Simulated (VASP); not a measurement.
# MgZn4O in VASP: further runs

The runs below take MgZn4O through relaxation of cell and atoms, with PBE.

Program: VASP 6.6.1. These are calculated values, not measurements. Logs are shortened: lines on timing, memory, paths and dates and some standing lists are left out, and cuts for length are marked.

### Step 1. The cell of the first run

The structure is tetragonal, space group I-4m2 (No. 119). Conventional cell: a = 5.466 Å, b = 5.466 Å, c = 6.572 Å, α = 90.00°, β = 90.00°, γ = 90.00°. Within 3.6 Å of Mg (site symmetry -4m2) lie 12 Zn at 2.73 to 3.19 Å and 2 O at 3.29 Å. Zn (site symmetry -4m2) has 2 Zn at 1.65 Å within 2.2 Å. Zn (site symmetry 2mm) has 2 Zn at 1.64 to 1.65 Å within 2.2 Å. Within 2.2 Å of Zn (site symmetry -4m2) lie 2 Zn at 1.64 Å. O (site symmetry -4m2) has 12 Zn at 2.73 to 3.19 Å and 2 Mg at 3.29 Å within 3.6 Å.

The cell was built from a structure type or drawn by symmetry, and may not be a known phase.

### Step 2. Relaxation of cell and atoms, PBE

File INCAR:

```
ALGO = Normal ; EDIFF = 1E-7
EDIFFG = -0.08 ; ENCUT = 600
GGA = PE ; IBRION = 2
ISIF = 3 ; ISMEAR = 0
LASPH = T ; LCHARG = F
LREAL = F ; LWAVE = F
NELM = 80 ; NSW = 36
PREC = Accurate ; SIGMA = 0.2
```

File KPOINTS:

```
k-points
0
Gamma
  4 4 4
```

File POSCAR:

```
MgZn4O
1.0
   -2.7328877800      2.7328877800      3.2857987000
    2.7328877800     -2.7328877800      3.2857987000
    2.7328877800      2.7328877800     -3.2857987000
Mg Zn O
1 4 1
Direct
    0.5000000000      0.5000000000      0.0000000000
    0.7500000000      0.2500000000      0.5000000000
    0.4988544900      0.9988544900      0.5000000000
    0.0011455100      0.5011455100      0.5000000000
    0.2500000000      0.7500000000      0.5000000000
    0.0000000000      0.0000000000      0.0000000000
```

Potentials or basis: VASP PAW PBE potentials, release 64 (Mg, Zn, O).

Command:

```bash
$ cat potpaw_PBE.64/Mg/POTCAR potpaw_PBE.64/Zn/POTCAR potpaw_PBE.64/O/POTCAR > POTCAR
$ mpirun -np 1 vasp_std > vasp.out
```

OUTCAR:

```text
EDIFF = 1E-7
   EDIFFG = -0.08
   ENCUT = 600
   GGA = PE
   IBRION = 2
   ISIF = 3
   ISMEAR = 0
   LASPH = T
   LREAL = F
   NELM = 80
   NSW = 36
   PREC = Accurate

 ion  position               nearest neighbor table
   1  0.500  0.500  0.000-   4 2.73   3 2.73   4 2.73   3 2.73   2 3.19   5 3.19   5 3.19   2 3.19
                             5 3.19   5 3.19   2 3.19   2 3.19
   2  0.750  0.250  0.500-   3 1.65   4 1.65   1 3.19   1 3.19   1 3.19   1 3.19
   3  0.499  0.999  0.500-   5 1.64   2 1.65   1 2.73   1 2.73
   4  0.001  0.501  0.500-   5 1.64   2 1.65   1 2.73   1 2.73
   5  0.250  0.750  0.500-   3 1.64   4 1.64   1 3.19   1 3.19   1 3.19   1 3.19
   6  0.000  0.000  0.000-

  LATTYP: Found a body centered tetragonal cell.
 ALAT       =     5.4657755600
 C/A-ratio  =     1.2023174622

  Lattice vectors:

 A1 = (  -2.7328877800,   2.7328877800,   3.2857987000)
 A2 = (   2.7328877800,  -2.7328877800,   3.2857987000)
 A3 = (   2.7328877800,   2.7328877800,  -3.2857987000)

Analysis of symmetry for initial positions (statically):
=====================================================================
 Subroutine PRICEL returns:
 Original cell was already a primitive cell.

 Routine SETGRP: Setting up the symmetry group for a
 body centered tetragonal supercell.

 Subroutine GETGRP returns: Found  8 space group operations
 (whereof  8 operations were pure point group operations)
 out of a pool of 16 trial point group operations.

The static configuration has the point symmetry D_2d.

Analysis of symmetry for dynamics (positions and initial velocities):
=====================================================================
 Subroutine PRICEL returns:
 Original cell was already a primitive cell.

 Routine SETGRP: Setting up the symmetry group for a
 body centered tetragonal supercell.

 Subroutine GETGRP returns: Found  8 space group operations
 (whereof  8 operations were pure point group operations)
 out of a pool of 16 trial point group operations.

The dynamic configuration has the point symmetry D_2d.

 Subroutine INISYM returns: Found  8 space group operations
 (whereof  8 operations are pure point group operations),
 and found     1 'primitive' translations

----------------------------------------------------------------------------------------

                                     Primitive cell

  volume of cell :      98.1623

  direct lattice vectors                    reciprocal lattice vectors
    -2.732887780  2.732887780  3.285798700     0.000000000  0.182956653  0.152170004
     2.732887780 -2.732887780  3.285798700     0.182956653  0.000000000  0.152170004
     2.732887780  2.732887780 -3.285798700     0.182956653  0.182956653  0.000000000

  length of vectors
     5.072851696  5.072851696  5.072851696     0.237968163  0.237968163  0.258739779

  position of ions in fractional coordinates (direct lattice)
     0.500000000  0.500000000  0.000000000
     0.750000000  0.250000000  0.500000000
     0.498854490  0.998854490  0.500000000
     0.001145510  0.501145510  0.500000000
     0.250000000  0.750000000  0.500000000
     0.000000000  0.000000000  0.000000000

  ion indices of the primitive-cell ions
   primitive index   ion index
                 1           1
                 2           2
                 3           3
                 4           4
                 5           5
                 6           6

----------------------------------------------------------------------------------------

 KPOINTS: k-points

Automatic generation of k-mesh.
 Grid dimensions read from file:
 generate k-points for:    4    4    4

 Generating k-lattice:

  Cartesian coordinates                     Fractional coordinates (reciprocal lattice)
     0.000000000  0.045739163  0.038042501     0.250000000  0.000000000 -0.000000000
     0.045739163  0.000000000  0.038042501     0.000000000  0.250000000 -0.000000000
     0.045739163  0.045739163  0.000000000     0.000000000  0.000000000  0.250000000

  Length of vectors
     0.059492041  0.059492041  0.064684945

  Shift w.r.t. Gamma in fractional coordinates (k-lattice)
     0.000000000  0.000000000  0.000000000

 Subroutine IBZKPT returns following result:
 ===========================================

 Found     13 irreducible k-points:

 Following reciprocal coordinates:
            Coordinates               Weight
  0.000000  0.000000  0.000000      1.000000
  0.250000  0.000000  0.000000      8.000000
  0.500000  0.000000  0.000000      4.000000
  0.250000  0.250000  0.000000      8.000000
  0.500000  0.250000 -0.000000     16.000000
 -0.250000  0.250000  0.000000      4.000000
  0.500000  0.500000  0.000000      2.000000
  0.250000  0.250000  0.250000      2.000000
 -0.250000  0.250000  0.250000      4.000000
  0.500000  0.500000  0.250000      4.000000
 -0.250000  0.500000  0.250000      8.000000
 -0.250000 -0.250000  0.250000      2.000000
  0.500000  0.500000  0.500000      1.000000
   k-points           NKPTS =     13   k-points in BZ     NKDIM =     13   number of bands    NBANDS=     33
   number of dos      NEDOS =    301   number of ions     NIONS =      6
   total plane-waves  NPLWV =  74088
   dimension x,y,z NGX =    42 NGY =   42 NGZ =   42
   dimension x,y,z NGXF=    84 NGYF=   84 NGZF=   84
   ions per type =               1   4   1
   NGX,Y,Z   is equivalent  to a cutoff of  13.76, 13.76, 13.76 a.u.
   NGXF,Y,Z  is equivalent  to a cutoff of  27.53, 27.53, 27.53 a.u.
 SYSTEM =  unknown system
   PREC   = accura    normal or accurate (medium, high low for compatibility)
   ISTART =      0    job   : 0-new  1-cont  2-samecut
   ICHARG =      2    charge: 1-file 2-atom 10-const
   ISPIN  =      1    spin polarized calculation?
   LNONCOLLINEAR =      F non collinear calculations
   LSORBIT =      F    spin-orbit coupling
   LASPH  =      T    aspherical Exc in radial PAW
   ENCUT  =  600.0 eV  44.10 Ry    6.64 a.u.  10.13 10.13 10.13*2*pi/ulx,y,z
   NELM   =     80;   NELMIN=  2; NELMDL= -5     # of ELM steps
   EDIFF  = 0.1E-06   stopping-criterion for ELM
   LREAL  =      F    real-space projection
   EDIFFG = -.8E-01   stopping-criterion for IOM
   NSW    =     36    number of steps for IOM
   IBRION =      2    ionic relax: 0-MD 1-quasi-New 2-CG
   NFREE  =      1    steps in history (QN), initial steepest desc. (CG)
   ISIF   =      3    stress and relaxation
   ISYM   =      2    0-nonsym 1-usesym 2-fastsym
   POTIM  = 0.5000    time-step for ionic-motion
   TEBEG  =    0.0;   TEEND  =   0.0 temperature during run
   PSTRESS=    0.0 pullay stress
   NELECT =      56.0000    total number of electrons
   NUPDOWN=      -1.0000    fix difference up-down
   EMIN   =  10.00;   EMAX   =-10.00  energy-range for DOS
   EFERMI =   0.00;   METHOD = LEGACY
   ISMEAR =     0;   SIGMA  =   0.20  broadening in eV -4-tet -1-fermi 0-gaus
   EFERMI_NEDOS =   21; number of points for ismear=-14 and -15
   IALGO  =     38    algorithm
   IMIX   =      4    mixing-type and parameters
     AMIX     =   0.40;   BMIX     =  1.00
     AMIX_MAG =   1.60;   BMIX_MAG =  1.00
  volume/ion in A,a.u.               =      16.36       110.41
  Fermi-wavevector in a.u.,A,eV,Ry     =   1.357759  2.565792 25.082466  1.843509
  Thomas-Fermi vector in A             =   2.484650
   LORBIT       =      0    0 simple, 1 ext, 2 COOP (PROOUT), +10 PAW based schemes
   GGA     = PE    functional components
   LHFCALC =     F    Hartree Fock is set to
   AEXX    =    0.0000 exact exchange contribution
   IVDW    =     0    specifies the selected vdW correction
   LEPSILON=     F    determine dielectric tensor
   LRPA    =     F    only Hartree local field effects (RPA)
 conjugate gradient relaxation of ions
 non-spin polarized calculation
 Gauss-broadening in eV      SIGMA  =   0.20
  energy-cutoff  :      600.00
  volume of cell :       98.16
 maximum number of plane-waves:      3296
 NGX is ok and might be reduce to    42
   NGX = 21   NGY = 21   NGZ = 21

--------------------------------------- Ionic step        1  -------------------------------------------

 number of electron      56.0000000 magnetization

 Free energy of the ion-electron system (eV)
  ---------------------------------------------------
  ext. energy  EPLUGINS =         0.00000000
  ---------------------------------------------------
  free energy    TOTEN  =        13.23979803 eV

  energy without entropy =       13.31227425  energy(sigma->0) =       13.27603614

 E-fermi :   1.7701     XC(G=0): -10.0849

 val. band max:        1.7570448674   @ k =  -0.2500   0.5000   0.2500
 cond. band min:       1.7970498885   @ k =  -0.2500  -0.2500   0.2500
 fundamental gap:      0.0400050210
 Fermi energy:         1.7701319811

 k-point     1 :       0.0000    0.0000    0.0000
  band No.  band energies     occupation
      1     -13.9105      2.00000
      2     -12.1233      2.00000
      3     -10.1867      2.00000
      4     -10.1867      2.00000
      5      -8.3659      2.00000
      6      -8.2894      2.00000
[... 570 lines left out ...]
  FREE ENERGIE OF THE ION-ELECTRON SYSTEM (eV)
  ---------------------------------------------------
  free  energy   TOTEN  =        -7.3691133681 eV

  energy  without entropy=       -7.3159149197  energy(sigma->0) =       -7.34251414

 E-fermi :  -0.1344     XC(G=0):  -8.3654

 val. band max:       -0.1519188942   @ k =   0.2500   0.2500   0.2500
 cond. band min:      -0.1337845500   @ k =   0.5000   0.5000   0.0000
 fundamental gap:      0.0181343442
 Fermi energy:        -0.1343700682

 k-point     1 :       0.0000    0.0000    0.0000
  band No.  band energies     occupation
      1     -15.6267      2.00000
      2      -7.6897      2.00000
      3      -7.2280      2.00000
      4      -7.2193      2.00000
      5      -7.2193      2.00000
      6      -7.1260      2.00000
[... 457 lines left out ...]
     32       2.7759      0.00000
     33       4.0146      0.00000

[... ionic steps 4 to 9 ...]

--------------------------------------- Ionic step       10  -------------------------------------------

 number of electron      56.0000032 magnetization

------------------------ aborting loop because EDIFF is reached ----------------------------------------

  FORCE on cell =-STRESS in cart. coord.  units (eV):
  Direction    XX          YY          ZZ          XY          YZ          ZX
  --------------------------------------------------------------------------------------
  -------------------------------------------------------------------------------------
  Total        0.1847142      0.1847142      0.8731900      0.0000000     -0.0000000      0.0000000
  in kB        2.5546393      2.5546393     12.0764165      0.0000000     -0.0000000      0.0000000
  external PRESSURE =       5.7285651 kB  Pullay stress =       0.0000000 kB
[... 65 lines left out ...]
  energy  without entropy=       -8.5939372724  energy(sigma->0) =       -8.61484202

--------------------------------------- Ionic step       12  -------------------------------------------

 number of electron      56.0000034 magnetization

 Free energy of the ion-electron system (eV)
  ---------------------------------------------------
  ext. energy  EPLUGINS =         0.00000000
  ---------------------------------------------------
  free energy    TOTEN  =        -8.63935611 eV

  energy without entropy =       -8.59823855  energy(sigma->0) =       -8.61879733

 E-fermi :   1.1512     XC(G=0):  -9.4552

 val. band max:        1.1195524056   @ k =   0.0000   0.0000   0.0000
 cond. band min:       1.2153366602   @ k =   0.0000   0.0000   0.0000
 fundamental gap:      0.0957842546
 Fermi energy:         1.1512062534

 k-point     1 :       0.0000    0.0000    0.0000
  band No.  band energies     occupation
      1     -15.1265      2.00000
      2      -7.1253      2.00000
      3      -6.6747      2.00000
      4      -6.4209      2.00000
      5      -6.4209      2.00000
      6      -6.3415      2.00000
[... 490 lines left out ...]
  FREE ENERGIE OF THE ION-ELECTRON SYSTEM (eV)
  ---------------------------------------------------
  free  energy   TOTEN  =        -8.6393561107 eV

  energy  without entropy=       -8.5982385472  energy(sigma->0) =       -8.61879733

 reached required accuracy - stopping structural energy minimisation
```

Wall time 6.6 min (1 thread of Intel Xeon 6975P-C (Granite Rapids), shared host); peak memory 0.3 GiB.

What came out:

```yaml
Free_energy: -8.6394 eV
Relaxed_volume: 19.54 Å³/atom
Relaxed_cell: a = 5.942 Å, b = 5.942 Å, c = 5.942 Å, α = 130.89°, β = 130.89°, γ = 71.98°
Space_group_after_relaxing_to_0.1_Å: I4/mmm (No. 139)
Energy_gained_by_relaxing: 3646.5 meV/atom
Ionic_steps: 12
Pressure_after_relaxing: -0.1 GPa
Largest_force_after_relaxing: 0.054 eV/Å
Band_gap_on_the_k_mesh: zero (bands 28 and 29 overlap by 0.86 eV)
```

Forces on the atoms (eV/Å):
```
Mg   0.000  0.000  0.000
Zn   0.000  0.000  0.000
Zn   0.000  0.000  0.054
Zn   0.000  0.000 -0.054
Zn   0.000  0.000  0.000
O    0.000  0.000  0.000
```

Step by step:
```
step  energy change (eV)  largest force (eV/Å)  pressure (GPa)  volume (Å³)
   1              0.0000                1.4737           83.58        98.16
   2             -3.0135                0.4921          -34.46       214.59
   3            -20.6089                0.2007           -8.17       155.35
   4            -20.9125                0.2927           -7.20       151.27
   5            -21.2946                0.7000           -3.17       139.00
   6            -21.3029                0.6268           -3.95       140.79
   7            -21.3024                0.6604           -3.58       139.95
   8            -21.6316                0.3415           -2.79       130.73
   9            -21.8622                0.0249           -0.64       119.63
  10            -21.8747                0.1420            0.57       115.85
  11            -21.8755                0.1173            0.29       116.65
  12            -21.8792                0.0537           -0.13       117.22
```

Final structure:
```
Mg Zn O
1.0
    -2.46902    2.46902    4.80738
     2.46902   -2.46902    4.80738
     2.46902    2.46902   -4.80738
Mg Zn O
1 4 1
Cartesian
  2.4690 2.4690 0.0000
  0.0000 2.4690 2.4037
  2.4690 0.0000 4.8013
  2.4690 0.0000 0.0061
  2.4690 0.0000 2.4037
  2.4690 2.4690 -4.8074
```

Levels at points of the mesh, in eV from the Fermi level:
```
           k point  band 24  band 25  band 26  band 27  band 28  band 29  band 30  band 31  band 32  band 33
(0.00, 0.00, 0.00)    -2.80    -2.27    -2.10    -1.54    -0.03     0.06     1.19     1.19     1.65     1.65
(0.50, 0.00, 0.00)    -2.96    -2.58    -2.19    -0.88    -0.57     0.32     1.20     2.78     3.22     3.89
(0.50, 0.50, 0.00)    -3.51    -3.42    -1.73    -0.87     0.08     0.29     0.53     0.95     2.77     4.44
(0.50, 0.50, 0.50)    -3.11    -3.11    -3.10    -0.77     0.43     0.43     2.04     3.65     4.49     4.55
```

Caveat: the k points lie up to 0.36 Å⁻¹ apart in the final cell, too coarse for converged energies and pressures of a metal; the volume moved by over 15 % at a fixed basis, so the end points are rough; the relaxation stopped at a loose force limit of 0.08 eV/Å, so its end isn't a converged minimum.

### Step 3. Relaxation of cell and atoms, PBE

This run uses another cell than the first one, of 16.58 Å³/atom.

File INCAR:

```
SYSTEM = MgZn4O
PREC     = Accurate       ! precision mode
ENCUT    = 600            ! plane-wave cutoff, eV
EDIFF    = 1E-6           ! SCF threshold, eV
ISMEAR   = 0              ! smearing method
SIGMA    = 0.2            ! smearing width, eV
LREAL    = .FALSE.        ! projectors in reciprocal space
LASPH    = .TRUE.         ! aspherical terms in the spheres
NELM     = 100            ! most SCF steps
ALGO     = Normal         ! electronic algorithm
ISIF     = 3              ! what is computed and relaxed
LWAVE    = .FALSE.        ! write WAVECAR
LCHARG   = .FALSE.        ! write CHGCAR
GGA      = PE             ! functional
IBRION   = 2              ! ionic algorithm
NSW      = 36             ! ionic steps
EDIFFG   = -0.08          ! ionic threshold
```

File KPOINTS:

```
Automatic mesh
0
G
  4 4 4
  0 0 0
```

File POSCAR:

```
MgZn4O
1.0
   -2.6580845200      2.6580845200      3.5209605600
    2.6580845200     -2.6580845200      3.5209605600
    2.6580845200      2.6580845200     -3.5209605600
Mg Zn O
1 4 1
Direct
    0.5000000000      0.5000000000      0.0000000000
    0.3702849700      0.8702849700      0.5000000000
    0.8702849700      0.3702849700      0.5000000000
    0.6297150300      0.1297150300      0.5000000000
    0.1297150300      0.6297150300      0.5000000000
    0.0000000000      0.0000000000      0.0000000000
```

Potentials or basis: VASP PAW PBE potentials, release 64 (Mg, Zn, O).

Command:

```bash
$ cat potpaw_PBE.64/Mg/POTCAR potpaw_PBE.64/Zn/POTCAR potpaw_PBE.64/O/POTCAR > POTCAR
$ mpirun -np 1 vasp_std > vasp.out
```

Wall time 13 min (1 thread of Intel Xeon 6975P-C (Granite Rapids), shared host); peak memory 0.31 GiB.

It converged, with:

| Item | Value |
| --- | --- |
| Free energy | -9.6486 eV |
| Relaxed volume | 17.60 Å³/atom |
| Relaxed cell | a = 5.993 Å, b = 5.993 Å, c = 5.993 Å, α = 135.12°, β = 135.12°, γ = 65.34° |
| Space group after relaxing (to 0.1 Å) | I4/mmm (No. 139) |
| Pressure after relaxing | -0.2 GPa |
| Largest force after relaxing | 0.034 eV/Å |
| Band gap on the k mesh | zero (bands 28 and 29 overlap by 1.19 eV) |

Forces on the atoms (eV/Å):
```
Mg   0.000  0.000  0.000
Zn   0.000  0.000 -0.034
Zn   0.000  0.000 -0.034
Zn   0.000  0.000  0.034
Zn   0.000  0.000  0.034
O    0.000  0.000  0.000
```

Stress tensor (GPa, compression positive):
```
-0.32  0.00  0.00
 0.00 -0.32  0.00
 0.00  0.00  0.19
```

Final structure:
```
Mg Zn O
1.0
    -2.28750    2.28750    5.04442
     2.28750   -2.28750    5.04442
     2.28750    2.28750   -5.04442
Mg Zn O
1 4 1
Cartesian
  0.0000 0.0000 5.0444
  2.2875 0.0000 3.7343
  0.0000 2.2875 3.7343
  0.0000 2.2875 1.3101
  2.2875 0.0000 1.3101
  0.0000 0.0000 0.0000
```

Levels at points of the mesh, in eV from the Fermi level:
```tsv
k point	band 25	band 26	band 27	band 28	band 29	band 30	band 31	band 32
(0.00, 0.00, 0.00)	-2.98	-1.56	-1.34	-0.73	0.11	1.28	1.28	1.90
(0.50, 0.00, 0.00)	-2.80	-2.59	-1.52	-0.42	1.01	2.21	2.54	3.37
(0.50, 0.50, 0.00)	-3.38	-2.99	-1.52	-0.76	0.15	1.07	1.27	1.57
(0.50, 0.50, 0.50)	-3.30	-2.20	-1.40	0.90	0.90	2.21	4.02	4.02
```

Caveat: the k points lie up to 0.38 Å⁻¹ apart in the final cell, too coarse for converged energies and pressures of a metal; a cell axis changed by over 15 % at a fixed basis, so the end point is rough; the relaxation stopped at a loose force limit of 0.08 eV/Å, so its end isn't a converged minimum.
